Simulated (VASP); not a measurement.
# H3C8Cl in VASP: a series of runs

H3C8Cl is run at these levels: PBEsol; tasks: single point.

All numbers are computed with VASP 6.6.1; they aren't measurements. Logs are shortened: lines on timing, memory, paths and dates and some standing lists are left out, and cuts for length are marked.

### 1 The cell of the first run

The cell holds a slab with vacuum, 24 atoms: a = 5.049 Å, b = 5.049 Å, c = 15.776 Å, α = 90.00°, β = 90.00°, γ = 60.00°.

### 2 Single point, PBEsol

INCAR

```
SYSTEM = H3C8Cl
  PREC = Accurate
  ENCUT = 520
  EDIFF = 1E-6
  ISMEAR = 0
  SIGMA = 0.05
  LREAL = Auto
  LASPH = .TRUE.
  NELM = 80
  ALGO = Normal
  ISIF = 2
  LWAVE = .FALSE.
  LCHARG = .FALSE.
  GGA = PS
  NBANDS = 60
```

KPOINTS

```
regular mesh
0
G
  3 3 1
  0 0 0
```

POSCAR

```
H3C8Cl
1.0
    5.0487420000      0.0000000000      0.0000000000
    2.5243710000      4.3723390000      0.0000000000
    0.0000000000      0.0000000000     15.7764260000
H C Cl
6 16 2
Direct
    0.1666667848      0.1666666285      0.0633857123
    0.6666667848      0.1666666285      0.0633857123
    0.1666666285      0.6666667429      0.0633857123
    0.6666666285      0.6666667429      0.0633857123
   -0.0042568040      0.5084971682      0.3660637714
    0.5030543956      0.4938894262      0.3643936846
    0.1666667848      0.1666666285      0.1331099959
    0.6666667848      0.1666666285      0.1331099959
    0.1666666285      0.6666667429      0.1331099959
    0.6666666285      0.6666667429      0.1331099959
   -0.1666666285      0.3333332571      0.1657717027
    0.3333333715      0.3333332571      0.1657717027
   -0.1666667848      0.8333333715      0.1657717027
    0.3333334133      0.8333333715      0.1657717027
   -0.1649217053      0.3351999925      0.2646732536
    0.3297195729      0.3351979341      0.2646703379
   -0.1695292279      0.8390614268      0.2703969201
    0.3359939231      0.8280222554      0.2607447973
    0.0106989261      0.0024286772      0.2925044620
    0.4868545234      0.0024323366      0.2925335561
   -0.0030877058      0.5061835324      0.2961662546
    0.5023461425      0.4952991980      0.2944750604
    0.2446774553      0.0110382566      0.4056440920
    0.7336930721      0.0332419330      0.4768843717
```

Potentials or basis: VASP PAW PBE potentials, release 64 (H, C, Cl).

Run with:

```bash
> cat potpaw_PBE.64/H/POTCAR potpaw_PBE.64/C/POTCAR potpaw_PBE.64/Cl/POTCAR > POTCAR
> mpirun -np 1 vasp_std > vasp.out
```

OUTCAR:

```text
SYSTEM = H3C8Cl
   PREC = Accurate
   ENCUT = 520
   EDIFF = 1E-6
   ISMEAR = 0
   LREAL = Auto
   LASPH = .TRUE.
   NELM = 80
   ISIF = 2
   GGA = PS

 ion  position               nearest neighbor table
   1  0.167  0.167  0.063-   7 1.10
   2  0.667  0.167  0.063-   8 1.10
   3  0.167  0.667  0.063-   9 1.10
   4  0.667  0.667  0.063-  10 1.10
   5  0.996  0.508  0.366-  21 1.10
   6  0.503  0.494  0.364-  22 1.10
   7  0.167  0.167  0.133-   1 1.10  12 1.55  14 1.55  11 1.55
   8  0.667  0.167  0.133-   2 1.10  11 1.55  13 1.55  12 1.55
   9  0.167  0.667  0.133-   3 1.10  13 1.55  14 1.55  12 1.55
  10  0.667  0.667  0.133-   4 1.10  14 1.55  13 1.55  11 1.55
  11  0.833  0.333  0.166-   8 1.55   7 1.55  10 1.55  15 1.56
  12  0.333  0.333  0.166-   7 1.55   8 1.55   9 1.55  16 1.56
[... 8 lines left out ...]
  21  0.997  0.506  0.296-   5 1.10  17 1.51  16 1.54  15 1.54
  22  0.502  0.495  0.294-   6 1.10  16 1.53  15 1.53  18 1.55
  23  0.245  0.011  0.406-  20 2.15  19 2.15
  24  0.734  0.033  0.477-

  LATTYP: Found a hexagonal cell.
 ALAT       =     5.0487421480
 C/A-ratio  =     3.1248230822

  Lattice vectors:

 A1 = (  -2.5243710000,  -4.3723390000,   0.0000000000)
 A2 = (   5.0487420000,   0.0000000000,   0.0000000000)
 A3 = (   0.0000000000,   0.0000000000,  15.7764260000)

Analysis of symmetry for initial positions (statically):
=====================================================================
 Subroutine PRICEL returns:
 Original cell was already a primitive cell.

 Routine SETGRP: Setting up the symmetry group for a
 hexagonal supercell.

 Subroutine GETGRP returns: Found  1 space group operations
 (whereof  1 operations were pure point group operations)
 out of a pool of 24 trial point group operations.

The static configuration has the point symmetry C_1 .

Analysis of symmetry for dynamics (positions and initial velocities):
=====================================================================
 Subroutine PRICEL returns:
 Original cell was already a primitive cell.

 Routine SETGRP: Setting up the symmetry group for a
 hexagonal supercell.

 Subroutine GETGRP returns: Found  1 space group operations
 (whereof  1 operations were pure point group operations)
 out of a pool of 24 trial point group operations.

The dynamic configuration has the point symmetry C_1 .

 Subroutine INISYM returns: Found  1 space group operations
 (whereof  1 operations are pure point group operations),
 and found     1 'primitive' translations

----------------------------------------------------------------------------------------

                                     Primitive cell

  volume of cell :     348.2616

  direct lattice vectors                    reciprocal lattice vectors
     5.048742000  0.000000000  0.000000000     0.198069143 -0.114355268  0.000000000
     2.524371000  4.372339000  0.000000000     0.000000000  0.228710537  0.000000000
     0.000000000  0.000000000 15.776426000     0.000000000  0.000000000  0.063385712

  length of vectors
     5.048742000  5.048742148 15.776426000     0.228710544  0.228710537  0.063385712

  position of ions in fractional coordinates (direct lattice)
     0.166666785  0.166666629  0.063385712
     0.666666785  0.166666629  0.063385712
     0.166666629  0.666666743  0.063385712
     0.666666629  0.666666743  0.063385712
     0.995743196  0.508497168  0.366063771
     0.503054396  0.493889426  0.364393685
[... 16 lines left out ...]
     0.244677455  0.011038257  0.405644092
     0.733693072  0.033241933  0.476884372

  ion indices of the primitive-cell ions
   primitive index   ion index
                 1           1
                 2           2
                 3           3
                 4           4
                 5           5
                 6           6
[... 16 lines left out ...]
                23          23
                24          24

----------------------------------------------------------------------------------------

 KPOINTS: regular mesh

Automatic generation of k-mesh.
 Grid dimensions read from file:
 generate k-points for:    3    3    1

 Generating k-lattice:

  Cartesian coordinates                     Fractional coordinates (reciprocal lattice)
     0.066023048 -0.038118423  0.000000000     0.333333333 -0.000000000  0.000000000
     0.000000000  0.076236846  0.000000000     0.000000000  0.333333333  0.000000000
     0.000000000  0.000000000  0.063385712     0.000000000  0.000000000  1.000000000

  Length of vectors
     0.076236848  0.076236846  0.063385712

  Shift w.r.t. Gamma in fractional coordinates (k-lattice)
     0.000000000  0.000000000  0.000000000

 Subroutine IBZKPT returns following result:
 ===========================================

 Found      5 irreducible k-points:

 Following reciprocal coordinates:
            Coordinates               Weight
  0.000000  0.000000  0.000000      1.000000
  0.333333  0.000000  0.000000      2.000000
[... 40 lines left out ...]
     AMIX     =   0.40;   BMIX     =  1.00
     AMIX_MAG =   1.60;   BMIX_MAG =  1.00
  volume/ion in A,a.u.               =      14.51        97.92
  Fermi-wavevector in a.u.,A,eV,Ry     =   1.019059  1.925743 14.129399  1.038482
  Thomas-Fermi vector in A             =   2.152552
   LORBIT       =      0    0 simple, 1 ext, 2 COOP (PROOUT), +10 PAW based schemes
   GGA     = PS    functional components
   LHFCALC =     F    Hartree Fock is set to
   AEXX    =    0.0000 exact exchange contribution
   IVDW    =     0    specifies the selected vdW correction
   LEPSILON=     F    determine dielectric tensor
   LRPA    =     F    only Hartree local field effects (RPA)
 non-spin polarized calculation
 Gauss-broadening in eV      SIGMA  =   0.05
  energy-cutoff  :      520.00
  volume of cell :      348.26
 maximum number of plane-waves:      9407
 NGX is ok and might be reduce to    40
   NGX = 19   NGY = 19   NGZ = 59

 number of electron      84.0000004 magnetization

 Free energy of the ion-electron system (eV)
  ---------------------------------------------------
  ext. energy  EPLUGINS =         0.00000000
  ---------------------------------------------------
  free energy    TOTEN  =      -176.40455655 eV

  energy without entropy =     -176.40455655  energy(sigma->0) =     -176.40455655

 E-fermi :  -0.1236     XC(G=0):  -6.1973

 val. band max:       -0.4191638697   @ k =  -0.3333   0.3333   0.0000
 cond. band min:       0.9927871702   @ k =   0.3333   0.3333   0.0000
 fundamental gap:      1.4119510399
 Fermi energy:        -0.1236332977

 k-point     1 :       0.0000    0.0000    0.0000
  band No.  band energies     occupation
      1     -20.7890      2.00000
      2     -18.2681      2.00000
      3     -16.2648      2.00000
      4     -15.5148      2.00000
      5     -15.4141      2.00000
      6     -15.2702      2.00000
[... 46 lines left out ...]
     53       6.3234      0.00000
     54       6.4941      0.00000

 k-point     2 :       0.3333    0.0000    0.0000
  band No.  band energies     occupation
      1     -20.1299      2.00000
      2     -18.2058      2.00000
      3     -17.6215      2.00000
      4     -16.4271      2.00000
      5     -16.1463      2.00000
      6     -15.9011      2.00000
[... 46 lines left out ...]
     53       7.0801      0.00000
     54       7.1521      0.00000

 k-point     3 :       0.3333    0.3333    0.0000
  band No.  band energies     occupation
      1     -20.1299      2.00000
      2     -18.2057      2.00000
      3     -17.6216      2.00000
      4     -16.4273      2.00000
      5     -16.1460      2.00000
      6     -15.9011      2.00000
[... 46 lines left out ...]
     53       7.0804      0.00000
     54       7.1519      0.00000

 k-point     4 :       0.0000    0.3333    0.0000
  band No.  band energies     occupation
      1     -20.1279      2.00000
      2     -18.2113      2.00000
      3     -17.6230      2.00000
      4     -16.4170      2.00000
      5     -16.1711      2.00000
      6     -15.9190      2.00000
[... 46 lines left out ...]
     53       7.3040      0.00000
     54       7.3935      0.00000

 k-point     5 :      -0.3333    0.3333    0.0000
  band No.  band energies     occupation
      1     -19.1254      2.00000
      2     -18.6462      2.00000
      3     -18.5992      2.00000
      4     -17.0290      2.00000
      5     -16.0688      2.00000
      6     -15.9700      2.00000
[... 46 lines left out ...]
     53       7.4983      0.00000
     54       7.7177      0.00000
 [bands above 54 left out]

------------------------ aborting loop because EDIFF is reached ----------------------------------------

  FORCE on cell =-STRESS in cart. coord.  units (eV):
  Direction    XX          YY          ZZ          XY          YZ          ZX
  --------------------------------------------------------------------------------------
  -------------------------------------------------------------------------------------
  Total       -8.3328681      0.4041751     -1.1367195     -0.0010393      0.0172286     -0.0000142
  in kB      -38.3353527      1.8594071     -5.2294771     -0.0047811      0.0792600     -0.0000654
  external PRESSURE =     -13.9018076 kB  Pullay stress =       0.0000000 kB

 VOLUME and BASIS-vectors are now :
 -----------------------------------------------------------------------------
  energy-cutoff  :      520.00
  volume of cell :      348.26
      direct lattice vectors                 reciprocal lattice vectors
     5.048742000  0.000000000  0.000000000     0.198069143 -0.114355268  0.000000000
     2.524371000  4.372339000  0.000000000     0.000000000  0.228710537  0.000000000
     0.000000000  0.000000000 15.776426000     0.000000000  0.000000000  0.063385712

 POSITION                                       TOTAL-FORCE (eV/Angst)
 -----------------------------------------------------------------------------------
      1.26219      0.72872      1.00000        -0.000011     -0.019581     -0.296621
      3.78656      0.72872      1.00000         0.000050      0.002970     -0.302261
      2.52437      2.91489      1.00000        -0.075157      0.001297     -0.287730
      5.04874      2.91489      1.00000         0.075262      0.001209     -0.287781
      6.31089      2.22332      5.77518         0.000143      0.001228      0.037354
      3.78655      2.15945      5.74883        -0.000115     -0.001516      0.037281
[... 16 lines left out ...]
      1.26318      0.04826      6.39961         0.001836     -0.001667     -0.011120
      3.78814      0.14535      7.52353        -0.001240      0.000194      0.004528
 -----------------------------------------------------------------------------------
    total drift:                               -0.000446      0.010772     -0.041158

  FREE ENERGIE OF THE ION-ELECTRON SYSTEM (eV)
  ---------------------------------------------------
  free  energy   TOTEN  =      -176.4045565518 eV

  energy  without entropy=     -176.4045565518  energy(sigma->0) =     -176.40455655
```

It took 3.7 min on 1 thread of Intel Xeon Platinum 8259CL at 2.50GHz (Skylake/Cascade Lake), shared host; peak memory 0.45 GiB.

What came out:

| Property | Result |
| --- | --- |
| Free energy | -176.4046 eV |
| Largest force | 2.210 eV/Å |
| Band gap on the k mesh | 1.41 eV, indirect (least direct gap 1.43 eV) |

Forces in eV/Å, atoms in the order of the input:
```
H    0.000 -0.020 -0.297
H    0.000  0.003 -0.302
H   -0.075  0.001 -0.288
H    0.075  0.001 -0.288
H    0.000  0.001  0.037
H    0.000 -0.002  0.037
C    0.000  0.064  1.183
C    0.000  0.000  1.460
C   -0.008 -0.034  1.478
C    0.008 -0.034  1.478
C    0.189 -0.168 -0.949
C   -0.189 -0.168 -0.947
C    0.000  0.606 -0.521
C    0.001 -0.259 -2.195
C    0.000  0.004 -0.001
C    0.000  0.004 -0.001
C   -0.001  0.010 -0.005
C   -0.001 -0.011  0.017
C   -0.011  0.003  0.049
C    0.012  0.003  0.049
C   -0.001 -0.004  0.004
C    0.000  0.000  0.007
Cl   0.002 -0.002 -0.011
Cl  -0.001  0.000  0.005
```

Levels at points of the mesh, in eV from the valence-band top:
| k point | band 38 | band 39 | band 40 | band 41 | band 42 | band 43 | band 44 | band 45 | band 46 | band 47 |
| --- | --- | --- | --- | --- | --- | --- | --- | --- | --- | --- |
| (0.00, 0.00, 0.00) | -0.66 | -0.65 | -0.61 | -0.60 | -0.11 | 2.03 | 2.04 | 3.71 | 5.39 | 5.58 |

Caveat: the k points lie up to 0.48 Å⁻¹ apart; the PAW data sets were made with another functional, which shifts forces and pressure a little.

### 3 Single point, PBEsol

INCAR

```
  PREC = Accurate
  ENCUT = 520
  EDIFF = 1E-6
  ISMEAR = 0
  SIGMA = 0.05
  LREAL = Auto
  LASPH = True
  NELM = 100
  ALGO = Normal
  ISIF = 2
  LWAVE = False
  LCHARG = False
  GGA = PS
  NBANDS = 60
```

KPOINTS

```
Automatic mesh
0
Gamma
  3 3 1
```

POSCAR

```
H3C8Cl
1.0
    5.0487420000      0.0000000000      0.0000000000
    2.5243710000      4.3723390000      0.0000000000
    0.0000000000      0.0000000000     15.7764260000
H C Cl
6 16 2
Direct
    0.1666667000      0.1666667000      0.0633857000
    0.6666667000      0.1666667000      0.0633857000
    0.1666667000      0.6666667000      0.0633857000
    0.6666667000      0.6666667000      0.0633857000
   -0.0030087452      0.4994827205      0.3634803456
    0.5035421855      0.4994204736      0.3634805673
    0.1666667000      0.1666667000      0.1331100000
    0.6666667000      0.1666667000      0.1331100000
    0.1666667000      0.6666667000      0.1331100000
    0.6666667000      0.6666667000      0.1331100000
   -0.1666667000      0.3333333000      0.1657717000
    0.3333333000      0.3333333000      0.1657717000
   -0.1666667000      0.8333333000      0.1657717000
    0.3333333000      0.8333333000      0.1657717000
   -0.1655058954      0.3309887249      0.2641681719
    0.3310412759      0.3379249470      0.2625243928
   -0.1678539686      0.8320871581      0.2641755622
    0.3357738377      0.8320766759      0.2641726633
    0.0039029160     -0.0077770952      0.2955037269
    0.4960273499      0.0079132585      0.2949245487
   -0.0024776734      0.4995190874      0.2937919931
    0.5029444859      0.4995334811      0.2937919175
    0.0364631944     -0.0729274466      0.4097152866
    0.4665384569      0.0669327094      0.4085083125
```

Potentials or basis: VASP PAW PBE potentials, release 64 (H, C, Cl).

Run with:

```bash
> cat potpaw_PBE.64/H/POTCAR potpaw_PBE.64/C/POTCAR potpaw_PBE.64/Cl/POTCAR > POTCAR
> mpirun -np 1 vasp_std > vasp.out
```

Run time: 2.2 min. Hardware: 1 thread of Intel Xeon 6975P-C (Granite Rapids), shared host; peak memory 0.45 GiB.

It converged, with:

| Item | Value |
| --- | --- |
| Free energy | -177.9840 eV |
| Largest force | 1.443 eV/Å |
| Band gap on the k mesh | 1.68 eV, direct |

Forces in eV/Å, atoms in the order of the input:
```
H    0.010 -0.005 -0.328
H   -0.010 -0.005 -0.328
H    0.000  0.034 -0.293
H    0.000 -0.025 -0.293
H    0.003 -0.001  0.039
H   -0.003  0.000  0.038
C   -0.015  0.028  1.177
C    0.015  0.028  1.177
C    0.000 -0.024  1.392
C    0.000 -0.025  1.443
C    0.000 -0.558 -0.929
C    0.000 -0.019 -1.302
C   -0.134  0.284 -0.959
C    0.134  0.284 -0.960
C    0.003 -0.016  0.008
C   -0.002 -0.001  0.019
C   -0.003  0.009  0.008
C    0.002  0.011  0.009
C   -0.004 -0.002  0.101
C    0.004 -0.004  0.112
C    0.007  0.003 -0.002
C   -0.007 -0.001 -0.002
Cl   0.001  0.013 -0.064
Cl  -0.001 -0.008 -0.065
```

Levels at points of the mesh, in eV from the valence-band top:
| k point | band 38 | band 39 | band 40 | band 41 | band 42 | band 43 | band 44 | band 45 | band 46 | band 47 |
| --- | --- | --- | --- | --- | --- | --- | --- | --- | --- | --- |
| (0.00, 0.00, 0.00) | -3.04 | -2.92 | -1.69 | -1.62 | 0.00 | 1.68 | 2.58 | 3.28 | 3.60 | 4.46 |

Caveat: the k points lie up to 0.48 Å⁻¹ apart; the PAW data sets were made with another functional, which shifts forces and pressure a little.

### 4 Single point, PBEsol

INCAR

```
SYSTEM = H3C8Cl
PREC = Accurate
ENCUT = 520
EDIFF = 1E-7
ISMEAR = 0
SIGMA = 0.05
LREAL = Auto
LASPH = .TRUE.
NELM = 100
ALGO = Normal
ISIF = 2
LWAVE = .FALSE.
LCHARG = .FALSE.
GGA = PS
NBANDS = 60
```

KPOINTS

```
Automatic mesh
0
G
  3 3 1
  0 0 0
```

POSCAR

```
H3C8Cl
1.0
    5.0487420000      0.0000000000      0.0000000000
    2.5243710000      4.3723390000      0.0000000000
    0.0000000000      0.0000000000     15.7764260000
H C Cl
6 16 2
Direct
    0.1666666800      0.1666666700      0.0633857100
    0.6666667300      0.1666666700      0.0633857100
    0.1666666900      0.6666667000      0.0633857100
    0.6666667300      0.6666667000      0.0633857100
    0.0035352726      0.4994211726      0.3634806447
    0.4969989773      0.4994811777      0.3634805042
    0.1666666800      0.1666666700      0.1331100000
    0.6666667300      0.1666666700      0.1331100000
    0.1666666900      0.6666667000      0.1331100000
    0.6666667300      0.6666667000      0.1331100000
   -0.1666666700      0.3333333500      0.1657717100
    0.3333333700      0.3333333500      0.1657717100
   -0.1666666600      0.8333333700      0.1657717100
    0.3333333800      0.8333333700      0.1657717100
   -0.1689584619      0.3379246181      0.2625241150
    0.3344943251      0.3309887618      0.2641685638
   -0.1642262416      0.8320766111      0.2641725898
    0.3321468454      0.8320866273      0.2641755229
   -0.0039717916      0.0079123888      0.2949244448
    0.5039028652     -0.0077768158      0.2955037984
    0.0029441050      0.4995330904      0.2937919617
    0.4975234696      0.4995187675      0.2937920933
    0.5364631137     -0.0729271571      0.4097154464
    0.9665400388      0.0669304473      0.4085081632
```

Run with:

```bash
> cat potpaw_PBE.64/H/POTCAR potpaw_PBE.64/C/POTCAR potpaw_PBE.64/Cl/POTCAR > POTCAR
> mpirun -np 1 vasp_std > vasp.out
```

Wall time 2.7 min (1 thread of Intel Xeon 6975P-C (Granite Rapids), shared host); peak memory 0.45 GiB.

The run converged. Its results:

```yaml
Free_energy: -177.9840 eV
Largest_force: 1.443 eV/Å
Band_gap_on_the_k_mesh: 1.68 eV, direct
```

Forces in eV/Å, atoms in the order of the input:
```
H   -0.010 -0.005 -0.328
H    0.010 -0.005 -0.328
H    0.000 -0.025 -0.293
H    0.000  0.034 -0.293
H   -0.003  0.000  0.038
H    0.003 -0.001  0.039
C    0.015  0.028  1.177
C   -0.015  0.028  1.177
C    0.000 -0.025  1.443
C    0.000 -0.024  1.392
C    0.000 -0.019 -1.302
C    0.000 -0.558 -0.929
C    0.134  0.284 -0.960
C   -0.134  0.284 -0.959
C   -0.002 -0.001  0.019
C    0.003 -0.016  0.008
C    0.003  0.011  0.009
C   -0.003  0.009  0.008
C    0.004 -0.004  0.112
C   -0.004 -0.002  0.101
C   -0.007 -0.001 -0.002
C    0.007  0.003 -0.002
Cl   0.001  0.013 -0.064
Cl  -0.001 -0.007 -0.064
```

Levels at points of the mesh, in eV from the valence-band top:
```csv
k point,band 39,band 40,band 41,band 42,band 43,band 44,band 45,band 46
"(0.00, 0.00, 0.00)",-2.92,-1.69,-1.62,0.00,1.68,2.58,3.28,3.59
```

Caveat: the k points lie up to 0.48 Å⁻¹ apart; the PAW data sets were made with another functional, which shifts forces and pressure a little.
